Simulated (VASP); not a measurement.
A run of VASP 6.6.1:

Contents of POSCAR:

```
ReCl
1.0
   -2.8281040000      2.8713780000      0.0000000000
    2.8281040000      0.0000000000      3.0867310000
    2.8281040000      2.8713780000      0.0000000000
Re Cl
1 1
Direct
    0.0000000000      0.0000000000      0.0000000000
    0.5000000000      0.0000000000      0.5000000000
```

Contents of INCAR.step1:

```
ALGO = Normal ; EDIFF = 1E-6
ENCUT = 520 ; GGA = PE
GGA_COMPAT = F ; ISIF = 2
ISMEAR = -1 ; LASPH = T
LCHARG = T ; LMAXMIX = 4
LORBIT = 11 ; LREAL = F
LWAVE = F ; NBANDS = 14
NEDOS = 2001 ; NELM = 120
PREC = Accurate ; SIGMA = 0.1
```

The input KPOINTS.step1:

```
k-points
0
Gamma
  11 11 11
```

Contents of INCAR.step2:

```
ALGO = Normal ; EDIFF = 1E-6
ENCUT = 520 ; GGA = PE
GGA_COMPAT = F ; ICHARG = 11
ISIF = 2 ; ISMEAR = -5
LASPH = T ; LCHARG = F
LMAXMIX = 4 ; LORBIT = 11
LREAL = F ; LWAVE = F
NEDOS = 2001 ; NELM = 120
PREC = Accurate ; SIGMA = 0.1
```

The input KPOINTS.step2:

```
k-points
0
Gamma
  17 17 17
```

Potentials or basis: VASP PAW PBE potentials, release 64 (Re, Cl).

Run with:

```sh
$ cat potpaw_PBE.64/Re/POTCAR potpaw_PBE.64/Cl/POTCAR > POTCAR
$ cp INCAR.step1 INCAR
$ cp KPOINTS.step1 KPOINTS
$ mpirun -np 1 vasp_std > vasp.out
$ cp INCAR.step2 INCAR
$ cp KPOINTS.step2 KPOINTS
$ mpirun -np 1 vasp_std > vasp.out
```

Hardware: 1 thread of AMD EPYC 7R13 (shared host).

Task: Estimate the wall time of this run.

Result: It took 11 min on 1 thread of AMD EPYC 7R13 (shared host), peak memory 0.53 GiB. Counts: k points 729.
